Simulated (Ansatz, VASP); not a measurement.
## Two plane-wave programs on SnTe

```
Sn Te
1.0
     3.90470    0.00000    0.00000
     0.00000    3.90470    0.00000
     0.00000    0.00000    3.90470
Sn Te
1 1
Direct
  0.00000 0.00000 0.00000
  0.52305 0.50000 0.50000
```

Change from the starting cell: one atom moved.

Alike in both runs: task single point; functional PBE; k mesh 10 × 10 × 10; occupations gaussian, width 0.1 eV; no spin polarisation.

|  | VASP | Ansatz |
| --- | --- | --- |
| version | VASP 6.6.1 | Ansatz 0.2.0 |
| potentials or method | VASP PAW PBE potentials, release 64 (Sn_d, Te), cutoff 520 eV | scalar-relativistic, plane waves, PAW |
| valence electrons in the cell | 20 | 30 |

VASP gave:

| Quantity | Value |
| --- | --- |
| gap on the k mesh at the Fermi level (eV) | none |
| pressure (GPa) | -0.4 |
| rms of the force components (eV/Å) | 0.033 |

**Question.** Estimate Ansatz's values.

**Answer.** gap on the k mesh at the Fermi level (eV): none; pressure (GPa): -0.3; rms of the force components (eV/Å): 0.034.

Atom by atom the forces differ by 0.000 eV/Å (rms over components). A gap of «none» marks a metal or a gap that the smearing closes. VASP's potentials hold 20 valence electrons a cell and Ansatz's 30, so a difference there can come from the potentials and not from the codes.

Spin-orbit coupling is off throughout.
